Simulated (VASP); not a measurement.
# MoS2 (P6_3/mmc) in VASP: notebook

Runs on MoS2. Level: PBE+D3(BJ). Tasks: relaxation of cell and atoms, single point.

Everything below comes from runs of VASP 6.6.1. Logs are shortened: lines on timing, memory, paths and dates and some standing lists are left out, and cuts for length are marked.

### 1 The cell of the first run

Symmetry: P6_3/mmc, No. 194, hexagonal system. The conventional cell has a = 3.050 Å, b = 3.050 Å, c = 11.134 Å, α = 90.00°, β = 90.00°, γ = 120.00°. Mo (site symmetry -6m2) has 6 S at 2.36 Å and 6 Mo at 3.05 Å within 3.1 Å. S (site symmetry 3m) has 3 Mo at 2.36 Å and 9 S at 3.00 to 3.05 Å within 3.1 Å.

### 2 Relaxation of cell and atoms, PBE+D3(BJ), target pressure 13.7 GPa, at which the enthalpy is minimised

Input file INCAR:

```
  PREC = Accurate
  ENCUT = 600
  EDIFF = 1E-7
  ISMEAR = 0
  SIGMA = 0.1
  LREAL = False
  LASPH = True
  NELM = 80
  ALGO = Normal
  ISIF = 3
  LWAVE = False
  LCHARG = False
  GGA = PE
  IVDW = 12
  IBRION = 2
  NSW = 80
  EDIFFG = -0.05
  PSTRESS = 137.0
```

Input file KPOINTS:

```
regular mesh
0
Gamma
  9 9 2
```

Input file POSCAR:

```
MoS2
1.0
    3.0504491386      0.0000000000      0.0000000000
   -1.5252245693      2.6417664470      0.0000000000
    0.0000000000      0.0000000000     11.1338860093
Mo S
2 4
Direct
    0.3333333333      0.6666666667      0.2500000000
    0.6666666667      0.3333333333      0.7500000000
    0.3333333333      0.6666666667      0.6088067804
    0.6666666667      0.3333333333      0.1088067804
    0.3333333333      0.6666666667      0.8911932196
    0.6666666667      0.3333333333      0.3911932196
```

Potentials or basis: VASP PAW PBE potentials, release 64 (Mo_sv, S).

Command:

```
$ cat potpaw_PBE.64/Mo_sv/POTCAR potpaw_PBE.64/S/POTCAR > POTCAR
$ mpirun -np 1 vasp_std > vasp.out
```

OUTCAR:

```text
PREC = Accurate
   ENCUT = 600
   EDIFF = 1E-7
   ISMEAR = 0
   LREAL = False
   LASPH = True
   NELM = 80
   ISIF = 3
   GGA = PE
   IVDW = 12
   IBRION = 2
   NSW = 80
   EDIFFG = -0.05
   PSTRESS = 137.0
 IVDW          = 12

 ion  position               nearest neighbor table
   1  0.333  0.667  0.250-   4 2.36   6 2.36   4 2.36   6 2.36   4 2.36   6 2.36
   2  0.667  0.333  0.750-   3 2.36   5 2.36   3 2.36   5 2.36   3 2.36   5 2.36
   3  0.333  0.667  0.609-   2 2.36   2 2.36   2 2.36
   4  0.667  0.333  0.109-   1 2.36   1 2.36   1 2.36
   5  0.333  0.667  0.891-   2 2.36   2 2.36   2 2.36
   6  0.667  0.333  0.391-   1 2.36   1 2.36   1 2.36

  LATTYP: Found a hexagonal cell.
 ALAT       =     3.0504491386
 C/A-ratio  =     3.6499169478

  Lattice vectors:

 A1 = (   3.0504491386,   0.0000000000,   0.0000000000)
 A2 = (  -1.5252245693,   2.6417664470,   0.0000000000)
 A3 = (   0.0000000000,   0.0000000000,  11.1338860093)

Analysis of symmetry for initial positions (statically):
=====================================================================
 Subroutine PRICEL returns:
 Original cell was already a primitive cell.

 Routine SETGRP: Setting up the symmetry group for a
 hexagonal supercell.

 Subroutine GETGRP returns: Found 24 space group operations
 (whereof 12 operations were pure point group operations)
 out of a pool of 24 trial point group operations.

The static configuration has the point symmetry D_3d.
 The point group associated with its full space group is D_6h.

Analysis of symmetry for dynamics (positions and initial velocities):
=====================================================================
 Subroutine PRICEL returns:
 Original cell was already a primitive cell.

 Routine SETGRP: Setting up the symmetry group for a
 hexagonal supercell.

 Subroutine GETGRP returns: Found 24 space group operations
 (whereof 12 operations were pure point group operations)
 out of a pool of 24 trial point group operations.

The dynamic configuration has the point symmetry D_3d.
 The point group associated with its full space group is D_6h.

 Subroutine INISYM returns: Found 24 space group operations
 (whereof 12 operations are pure point group operations),
 and found     1 'primitive' translations

----------------------------------------------------------------------------------------

                                     Primitive cell

  volume of cell :      89.7232

  direct lattice vectors                    reciprocal lattice vectors
     3.050449139  0.000000000  0.000000000     0.327820578  0.189267299  0.000000000
    -1.525224569  2.641766447  0.000000000     0.000000000  0.378534598  0.000000000
     0.000000000  0.000000000 11.133886009     0.000000000  0.000000000  0.089815901

  length of vectors
     3.050449139  3.050449139 11.133886009     0.378534598  0.378534598  0.089815901

  position of ions in fractional coordinates (direct lattice)
     0.333333333  0.666666667  0.250000000
     0.666666667  0.333333333  0.750000000
     0.333333333  0.666666667  0.608806780
     0.666666667  0.333333333  0.108806780
     0.333333333  0.666666667  0.891193220
     0.666666667  0.333333333  0.391193220

  ion indices of the primitive-cell ions
   primitive index   ion index
                 1           1
                 2           2
                 3           3
                 4           4
                 5           5
                 6           6

----------------------------------------------------------------------------------------

 KPOINTS: regular mesh

Automatic generation of k-mesh.
 Grid dimensions read from file:
 generate k-points for:    9    9    2

 Generating k-lattice:

  Cartesian coordinates                     Fractional coordinates (reciprocal lattice)
     0.036424509  0.021029700  0.000000000     0.111111111 -0.000000000  0.000000000
     0.000000000  0.042059400  0.000000000     0.000000000  0.111111111  0.000000000
     0.000000000  0.000000000  0.044907950     0.000000000  0.000000000  0.500000000

  Length of vectors
     0.042059400  0.042059400  0.044907950

  Shift w.r.t. Gamma in fractional coordinates (k-lattice)
     0.000000000  0.000000000  0.000000000

 Subroutine IBZKPT returns following result:
 ===========================================

 Found     24 irreducible k-points:

 Following reciprocal coordinates:
            Coordinates               Weight
  0.000000  0.000000  0.000000      1.000000
  0.111111  0.000000  0.000000      6.000000
  0.222222  0.000000  0.000000      6.000000
  0.333333 -0.000000  0.000000      6.000000
  0.444444  0.000000  0.000000      6.000000
  0.111111  0.111111  0.000000      6.000000
[... 16 lines left out ...]
  0.333333  0.222222  0.500000     12.000000
  0.333333  0.333333  0.500000      2.000000
   k-points           NKPTS =     24   k-points in BZ     NKDIM =     24   number of bands    NBANDS=     31
   number of dos      NEDOS =    301   number of ions     NIONS =      6
   total plane-waves  NPLWV =  51840
   dimension x,y,z NGX =    24 NGY =   24 NGZ =   90
   dimension x,y,z NGXF=    48 NGYF=   48 NGZF=  180
   ions per type =               2   4
   NGX,Y,Z   is equivalent  to a cutoff of  13.08, 13.08, 13.44 a.u.
   NGXF,Y,Z  is equivalent  to a cutoff of  26.16, 26.16, 26.88 a.u.
 SYSTEM =  unknown system
   PREC   = accura    normal or accurate (medium, high low for compatibility)
   ISTART =      0    job   : 0-new  1-cont  2-samecut
   ICHARG =      2    charge: 1-file 2-atom 10-const
   ISPIN  =      1    spin polarized calculation?
   LNONCOLLINEAR =      F non collinear calculations
   LSORBIT =      F    spin-orbit coupling
   LASPH  =      T    aspherical Exc in radial PAW
   ENCUT  =  600.0 eV  44.10 Ry    6.64 a.u.   6.09  6.09 22.24*2*pi/ulx,y,z
   NELM   =     80;   NELMIN=  2; NELMDL= -5     # of ELM steps
   EDIFF  = 0.1E-06   stopping-criterion for ELM
   LREAL  =      F    real-space projection
   EDIFFG = -.5E-01   stopping-criterion for IOM
   NSW    =     80    number of steps for IOM
   IBRION =      2    ionic relax: 0-MD 1-quasi-New 2-CG
   NFREE  =      1    steps in history (QN), initial steepest desc. (CG)
   ISIF   =      3    stress and relaxation
   ISYM   =      2    0-nonsym 1-usesym 2-fastsym
   POTIM  = 0.5000    time-step for ionic-motion
   TEBEG  =    0.0;   TEEND  =   0.0 temperature during run
   PSTRESS=  137.0 pullay stress
   NELECT =      52.0000    total number of electrons
   NUPDOWN=      -1.0000    fix difference up-down
   EMIN   =  10.00;   EMAX   =-10.00  energy-range for DOS
   EFERMI =   0.00;   METHOD = LEGACY
   ISMEAR =     0;   SIGMA  =   0.10  broadening in eV -4-tet -1-fermi 0-gaus
   EFERMI_NEDOS =   21; number of points for ismear=-14 and -15
   IALGO  =     38    algorithm
   IMIX   =      4    mixing-type and parameters
     AMIX     =   0.40;   BMIX     =  1.00
     AMIX_MAG =   1.60;   BMIX_MAG =  1.00
  volume/ion in A,a.u.               =      14.95       100.91
  Fermi-wavevector in a.u.,A,eV,Ry     =   1.364921  2.579327 25.347793  1.863010
  Thomas-Fermi vector in A             =   2.491195
   LORBIT       =      0    0 simple, 1 ext, 2 COOP (PROOUT), +10 PAW based schemes
   GGA     = PE    functional components
   LHFCALC =     F    Hartree Fock is set to
   AEXX    =    0.0000 exact exchange contribution
   IVDW    =    12    specifies the selected vdW correction
   LEPSILON=     F    determine dielectric tensor
   LRPA    =     F    only Hartree local field effects (RPA)
 conjugate gradient relaxation of ions
 non-spin polarized calculation
 Gauss-broadening in eV      SIGMA  =   0.10
  energy-cutoff  :      600.00
  volume of cell :       89.72
 maximum number of plane-waves:      3036
   NGX = 13   NGY = 13   NGZ = 45

 number of electron      51.9999999 magnetization

 Free energy of the ion-electron system (eV)
  ---------------------------------------------------
  ext. energy  EPLUGINS =         0.00000000
  ---------------------------------------------------
  free energy    TOTEN  =       -42.62440211 eV

  energy without entropy =      -42.62421004  energy(sigma->0) =      -42.62430608

 E-fermi :  10.4954     XC(G=0): -11.9115

 val. band max:       10.3738969113   @ k =   0.0000   0.0000   0.0000
 cond. band min:      10.6856727129   @ k =   0.2222   0.1111   0.0000
 fundamental gap:      0.3117758016
 Fermi energy:        10.4953869932

 k-point     1 :       0.0000    0.0000    0.0000
  band No.  band energies     occupation
      1     -51.4170      2.00000
      2     -51.4170      2.00000
      3     -25.6604      2.00000
      4     -25.6596      2.00000
      5     -25.2914      2.00000
      6     -25.2914      2.00000
[... 23 lines left out ...]
     30      12.2717      0.00000
     31      12.3602      0.00000

 k-point     2 :       0.1111    0.0000    0.0000
  band No.  band energies     occupation
      1     -51.4093      2.00000
      2     -51.4093      2.00000
      3     -25.6463      2.00000
      4     -25.6456      2.00000
      5     -25.3608      2.00000
      6     -25.3608      2.00000
[... 23 lines left out ...]
     30      12.3401      0.00000
     31      12.3646      0.00000

 k-point     3 :       0.2222    0.0000    0.0000
  band No.  band energies     occupation
      1     -51.3899      2.00000
      2     -51.3899      2.00000
      3     -25.6105      2.00000
      4     -25.6100      2.00000
      5     -25.5334      2.00000
      6     -25.5334      2.00000
[... 703 lines left out ...]
     30      12.2688      0.00000
     31      12.9720      0.00000

 k-point    24 :       0.3333    0.3333    0.5000
  band No.  band energies     occupation
      1     -51.3428      2.00000
      2     -51.3428      2.00000
      3     -25.7207      2.00000
      4     -25.7207      2.00000
      5     -25.6592      2.00000
      6     -25.6592      2.00000
[... 23 lines left out ...]
     30      12.0553      0.00000
     31      13.1574      0.00000

------------------------ aborting loop because EDIFF is reached ----------------------------------------

 Edisp (eV)   -3.06070

 E8    (eV) :    -1.2350

  FORCE on cell =-STRESS in cart. coord.  units (eV):
  Direction    XX          YY          ZZ          XY          YZ          ZX
  --------------------------------------------------------------------------------------
  -------------------------------------------------------------------------------------
  Total       7.58445     7.58445     7.68478     0.00000     0.00000     0.00000
  in kB     135.43458   135.43458   137.22619     0.00000     0.00000     0.00000
  external pressure =       -0.97 kB  Pullay stress =      137.00 kB

 VOLUME and BASIS-vectors are now :
 -----------------------------------------------------------------------------
  energy-cutoff  :      600.00
  volume of cell :       89.72
      direct lattice vectors                 reciprocal lattice vectors
     3.050449139  0.000000000  0.000000000     0.327820578  0.189267299  0.000000000
    -1.525224569  2.641766447  0.000000000     0.000000000  0.378534598  0.000000000
     0.000000000  0.000000000 11.133886009     0.000000000  0.000000000  0.089815901

 POSITION                                       TOTAL-FORCE (eV/Angst)
 -----------------------------------------------------------------------------------
     -0.00000      1.76118      2.78347         0.000000     -0.000000      0.000000
      1.52522      0.88059      8.35041        -0.000000      0.000000      0.000000
     -0.00000      1.76118      6.77839         0.000000     -0.000000     -0.011394
      1.52522      0.88059      1.21144        -0.000000      0.000000     -0.011394
     -0.00000      1.76118      9.92244        -0.000000     -0.000000      0.011394
      1.52522      0.88059      4.35550        -0.000000      0.000000      0.011394
 -----------------------------------------------------------------------------------
    total drift:                                0.000000     -0.000000      0.000000

  FREE ENERGIE OF THE ION-ELECTRON SYSTEM (eV)
  ---------------------------------------------------
  free  energy   TOTEN  =       -45.6850979443 eV

  energy  without entropy=      -45.6849058736  energy(sigma->0) =      -45.68500191

  enthalpy is  TOTEN    =       -38.0129854263 eV   P V=        7.6721125180

 reached required accuracy - stopping structural energy minimisation
```

Wall time 98 s (1 thread of Intel Xeon Platinum 8259CL at 2.50GHz (Skylake/Cascade Lake), shared host); peak memory 0.26 GiB.

Results:

| Item | Value |
| --- | --- |
| Free energy | -45.6851 eV |
| Pressure after relaxing | 13.6 GPa |
| Largest force after relaxing | 0.011 eV/Å |
| Band gap on the k mesh | 0.31 eV, indirect (least direct gap 1.53 eV) |
| Dispersion energy per atom | -0.510 eV |

Forces in eV/Å, atoms in the order of the input:
```
Mo   0.000  0.000  0.000
Mo   0.000  0.000  0.000
S    0.000  0.000 -0.011
S    0.000  0.000 -0.011
S    0.000  0.000  0.011
S    0.000  0.000  0.011
```

Stress tensor (GPa, compression positive):
```
13.54  0.00  0.00
 0.00 13.54  0.00
 0.00  0.00 13.72
```

Final structure:
```yaml
crystal:
  lattice:
    - [3.05045, 0.00000, 0.00000]
    - [-1.52522, 2.64177, 0.00000]
    - [0.00000, 0.00000, 11.13389]
  atoms:
    - { symbol: Mo, position: [0.33333, 0.66667, 0.25000] }
    - { symbol: Mo, position: [0.66667, 0.33333, 0.75000] }
    - { symbol: S, position: [0.33333, 0.66667, 0.60881] }
    - { symbol: S, position: [0.66667, 0.33333, 0.10881] }
    - { symbol: S, position: [0.33333, 0.66667, 0.89119] }
    - { symbol: S, position: [0.66667, 0.33333, 0.39119] }
```

Caveat: the relaxation stopped at its first step, so nothing moved; the cell is relaxed towards a set pressure, so the enthalpy falls and the energy may rise; the relaxation stopped at a loose force limit of 0.05 eV/Å, so its end isn't a converged minimum. A k mesh can miss the band edges.

### 3 Relaxation of cell and atoms, PBE+D3(BJ), target pressure 13.7 GPa, at which the enthalpy is minimised

This run uses another cell than the first one, of 17.86 Å³/atom, 1.195 times its volume.

Input file INCAR:

```
ALGO     = Normal         # electronic algorithm
EDIFF    = 1E-6           # SCF threshold, eV
EDIFFG   = -0.05          # ionic threshold
ENCUT    = 600            # plane-wave cutoff, eV
GGA      = PE             # functional
IBRION   = 2              # ionic algorithm
ISIF     = 3              # what is computed and relaxed
ISMEAR   = 0              # smearing method
IVDW     = 12             # dispersion correction
LASPH    = T              # aspherical terms in the spheres
LCHARG   = F              # write CHGCAR
LREAL    = F              # projectors in reciprocal space
LWAVE    = F              # write WAVECAR
NELM     = 60             # most SCF steps
NSW      = 80             # ionic steps
PREC     = Accurate       # precision mode
PSTRESS  = 137.0        
SIGMA    = 0.1            # smearing width, eV
```

Input file KPOINTS:

```
k-points
0
Gamma
  9 9 2
```

Input file POSCAR:

```
MoS2
1.0
    3.1690000000      0.0000000000      0.0000000000
   -1.5845000000      2.7444345046      0.0000000000
    0.0000000000      0.0000000000     12.3240000000
Mo S
2 4
Direct
    0.3333333333      0.6666666667      0.2500000000
    0.6666666667      0.3333333333      0.7500000000
    0.3333333333      0.6666666667      0.6230000000
    0.6666666667      0.3333333333      0.1230000000
    0.3333333333      0.6666666667      0.8770000000
    0.6666666667      0.3333333333      0.3770000000
```

Potentials or basis: VASP PAW PBE potentials, release 64 (Mo_sv, S).

Command:

```
$ cat potpaw_PBE.64/Mo_sv/POTCAR potpaw_PBE.64/S/POTCAR > POTCAR
$ mpirun -np 1 vasp_std > vasp.out
```

Wall time 17 min (1 thread of Intel Xeon Platinum 8259CL at 2.50GHz (Skylake/Cascade Lake), shared host); peak memory 0.33 GiB.

The run converged. Its results:

| Quantity | Value |
| --- | --- |
| Free energy | -45.6855 eV |
| Relaxed volume | 14.94 Å³/atom |
| Relaxed cell | a = 3.049 Å, b = 3.049 Å, c = 11.136 Å, α = 90.00°, β = 90.00°, γ = 120.00° |
| Space group after relaxing (to 0.05 Å) | P6_3/mmc (No. 194) |
| Energy change on relaxing (the enthalpy is what falls) | +78.4 meV/atom |
| Ionic steps | 13 |
| Pressure after relaxing | 13.7 GPa |
| Band gap on the k mesh | 0.31 eV, indirect (least direct gap 1.52 eV) |
| Dispersion energy per atom | -0.510 eV |

Step by step:
```tsv
step	energy change (eV)	largest force (eV/Å)	pressure (GPa)	volume (Å³)
1	0.0000	0.0752	-2.05	107.18
2	3.9527	6.0996	66.71	82.19
3	0.2528	1.4212	12.47	98.61
4	0.2870	1.5072	13.36	98.19
5	0.3355	0.6827	13.55	94.46
6	0.4907	0.1731	14.00	92.11
7	0.4900	0.0046	14.25	89.75
8	0.5470	0.1081	14.67	88.84
9	0.5528	0.1168	14.70	88.78
10	0.4237	0.0814	12.38	90.23
11	0.4632	0.0932	13.13	89.76
12	0.4886	0.1833	14.83	89.49
13	0.4704	0.0016	13.70	89.66
```

Final structure:
```yaml
crystal:
  lattice:
    - [3.04914, 0.00000, 0.00000]
    - [-1.52457, 2.64063, 0.00000]
    - [0.00000, 0.00000, 11.13594]
  atoms:
    - { symbol: Mo, position: [0.33333, 0.66667, 0.25000] }
    - { symbol: Mo, position: [0.66667, 0.33333, 0.75000] }
    - { symbol: S, position: [0.33333, 0.66667, 0.60875] }
    - { symbol: S, position: [0.66667, 0.33333, 0.10875] }
    - { symbol: S, position: [0.33333, 0.66667, 0.89125] }
    - { symbol: S, position: [0.66667, 0.33333, 0.39125] }
```

Levels at points of the mesh, in eV from the valence-band top:
```tsv
k point	band 23	band 24	band 25	band 26	band 27	band 28	band 29	band 30
(0.00, 0.00, 0.00)	-2.34	-2.04	-0.65	0.00	1.82	1.90	1.90	1.99
(0.00, 0.00, 0.50)	-2.44	-2.44	-0.19	-0.19	1.85	1.85	1.85	1.85
```

Caveat: the cell is relaxed towards a set pressure, so the enthalpy falls and the energy may rise; the volume moved by over 15 % at a fixed basis, so the end points are rough; the relaxation stopped at a loose force limit of 0.05 eV/Å, so its end isn't a converged minimum. A k mesh can miss the band edges.

(Part 1 of 2 ends here.)
